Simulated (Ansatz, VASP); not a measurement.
# WSe2: VASP beside Ansatz

```
W Se
1.0
     3.27903    0.00000    0.00000
    -1.63951    2.83972    0.00000
     0.00000    0.00000   12.78861
W Se
2 4
Direct
  0.46939 0.76627 0.25000
  0.53061 0.23373 0.75000
  0.19803 0.56762 0.61829
  0.80197 0.43238 0.11829
  0.19803 0.56762 0.88171
  0.80197 0.43238 0.38171
```

Change from the starting cell: mode 4 (26.4 1/cm) frozen in, largest displacement -0.400 Å.

Alike in both runs: task single point; functional PBE; dispersion D3(BJ); k mesh 12 × 12 × 2; occupations gaussian, width 0.05 eV; no spin polarisation.

```csv
,VASP,Ansatz
version,VASP 6.6.1,Ansatz 0.2.0
potentials or method,"VASP PAW PBE potentials, release 64 (W_sv, Se), cutoff 520 eV","scalar-relativistic, plane waves, PAW"
valence electrons in the cell,52,92
```

```tsv
	VASP	Ansatz	Ansatz less VASP
gap on the k mesh at the Fermi level (eV)	0.81	0.81	+0.005
least direct gap on the mesh (eV)	1.60	1.60	+0.003
pressure (GPa)	1.1	0.8	-0.33
traceless stress, the component that is largest in VASP (GPa)	1.24	1.15	-0.088
rms of the force components (eV/Å)	0.099	0.114	+0.0153
```

Atom by atom the forces differ by 0.023 eV/Å (rms over components). VASP's potentials hold 52 valence electrons a cell and Ansatz's 92, so a difference there can come from the potentials and not from the codes.

Spin-orbit coupling is off throughout.
